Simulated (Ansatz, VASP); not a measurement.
## One calculation of Ti, two programs

INCAR

```
  PREC = Accurate
  ENCUT = 520
  EDIFF = 1E-7
  ISMEAR = 0
  SIGMA = 0.15
  LREAL = F
  LASPH = T
  NELM = 100
  ALGO = Fast
  ISIF = 2
  LWAVE = F
  LCHARG = F
  GGA = PS
  NBANDS = 19
```

File KPOINTS:

```
regular mesh
0
Gamma
  18 18 10
```

Contents of POSCAR:

```
Ti
1.0
    2.9001878204      0.0000000000      0.0000000000
   -1.4500939102      2.5116363282      0.0000000000
    0.0000000000      0.0000000000      4.5908109184
Ti
2
Direct
    0.3064385235      0.6666666667      0.2175438604
    0.6935614765      0.3333333333      0.7824561396
```

Input for Ansatz:

```yaml
crystal:
  lattice:
    - [2.9001878204, 0.0, 0.0]
    - [-1.4500939102, 2.5116363282, 0.0]
    - [0.0, 0.0, 4.5908109184]
  atoms:
    - { symbol: Ti, position: [0.3064385235, 0.6666666667, 0.2175438604] }
    - { symbol: Ti, position: [0.6935614765, 0.3333333333, 0.7824561396] }
basis:
  ecutwfc: 520.0
kpoints:
  mp_grid: { grid: [18, 18, 10] }
hamiltonian:
  xc: pbesol
  pseudopotentials: { kind: paw, azcp: { folder: soft_1 } }
scf:
  occupations: { method: gaussian, width: 0.15 }
output:
  forces: true
  stress: true
  eigenvalues: true
```

Change from the starting cell: mode 4 frozen in at -0.078 Å and mode 6 at -0.149 Å (largest displacements).

Alike in both runs: task single point; functional PBEsol; k mesh 18 × 18 × 10; occupations gaussian, width 0.15 eV; no spin polarisation.

```csv
,VASP,Ansatz
version,VASP 6.6.1,Ansatz 0.2.0
potentials or method,"VASP PAW PBE potentials, release 64 (Ti_sv), cutoff 520 eV","scalar-relativistic, plane waves, PAW"
valence electrons in the cell,24,24
```

Ansatz gave:

| Quantity | Value |
| --- | --- |
| gap on the k mesh at the Fermi level (eV) | none |
| pressure (GPa) | 4.2 |
| traceless stress, the component that is largest in VASP (GPa) | 2.90 |
| rms of the force components (eV/Å) | 1.039 |

Q: Which values does VASP return?

A: gap on the k mesh at the Fermi level (eV): none; pressure (GPa): 3.9; traceless stress, the component that is largest in VASP (GPa): 2.95; rms of the force components (eV/Å): 1.036.

VASP's potentials were made for PBE, not for PBEsol, and Ansatz warns of the same on its side. Atom by atom the forces differ by 0.004 eV/Å (rms over components). A gap of «none» marks a metal or a gap that the smearing closes.
